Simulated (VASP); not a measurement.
**CoSi: single point with PBE**

CoSi:

```xyz
8
Lattice="4.4289 0.0000 0.0000 0.0000 4.4289 0.0000 0.0000 0.0000 4.4289" Properties=species:S:1:pos:R:3 pbc="T T T"
Co    0.6425    0.6425    0.6425
Co    1.5719    3.7864    2.8569
Co    2.8569    1.5719    3.7864
Co    3.7864    2.8569    1.5719
Si    3.7335    3.7335    3.7335
Si    2.9098    0.6954    1.5191
Si    1.5191    2.9098    0.6954
Si    0.6954    1.5191    2.9098
```

```yaml
Program: VASP 6.6.1
Task: single point
Functional: PBE
Potentials_or_basis: VASP PAW PBE potentials, release 64 (Co, Si)
Cutoff: 520 eV
k_mesh: 4 × 4 × 4
Occupations: gaussian, width 0.05 eV
Spin: collinear spin, ferromagnetic start
Starting_moments: "[1.5, 1.5, 1.5, 1.5, 0.0, 0.0, 0.0, 0.0] μB"
```

```json
{
  "Pressure": "0.2 GPa",
  "Largest force": "0.025 eV/Å",
  "Band gap on the k mesh": "zero (filled and empty bands overlap)",
  "Net moment": "0.00 μB per cell",
  "Valence electrons inside the program's atomic spheres": "Co 8.62; Si 1.61"
}
```

Forces on the atoms (eV/Å):
```
Co   0.002  0.002  0.002
Co  -0.002 -0.002  0.002
Co   0.002 -0.002 -0.002
Co  -0.002  0.002 -0.002
Si   0.014  0.014  0.014
Si  -0.014 -0.014  0.014
Si   0.014 -0.014 -0.014
Si  -0.014  0.014 -0.014
```

Levels at points of the mesh, in eV from the Fermi level:
Spin up:
| k point | band 23 | band 24 | band 25 | band 26 | band 27 | band 28 | band 29 | band 30 |
| --- | --- | --- | --- | --- | --- | --- | --- | --- |
| (0.00, 0.00, 0.00) | -0.77 | -0.77 | 0.00 | 0.00 | 0.00 | 2.51 | 2.51 | 2.51 |
| (0.50, 0.00, 0.00) | -0.64 | -0.64 | -0.47 | -0.47 | 1.02 | 1.02 | 1.50 | 1.50 |
| (0.50, 0.50, 0.00) | -0.99 | -0.99 | -0.03 | -0.03 | 0.60 | 0.60 | 2.02 | 2.02 |
| (0.50, 0.50, 0.50) | -1.21 | -1.21 | -0.21 | -0.21 | -0.21 | -0.21 | 5.42 | 5.42 |
Spin down:
```tsv
k point	band 24	band 25	band 26	band 27	band 28	band 29
(0.00, 0.00, 0.00)	-0.77	0.00	0.00	0.00	2.51	2.51
(0.50, 0.00, 0.00)	-0.64	-0.47	-0.47	1.01	1.01	1.50
(0.50, 0.50, 0.00)	-0.99	-0.03	-0.03	0.60	0.60	2.02
(0.50, 0.50, 0.50)	-1.21	-0.21	-0.21	-0.21	-0.21	5.42
```

Run time: 76 s on 1 thread of Intel(R) Xeon(R) Platinum 8488C (Sapphire Rapids), on a shared host, peak memory 0.26 GiB.

Caveat: the starting moments collapsed, and a magnetic state may lie lower.
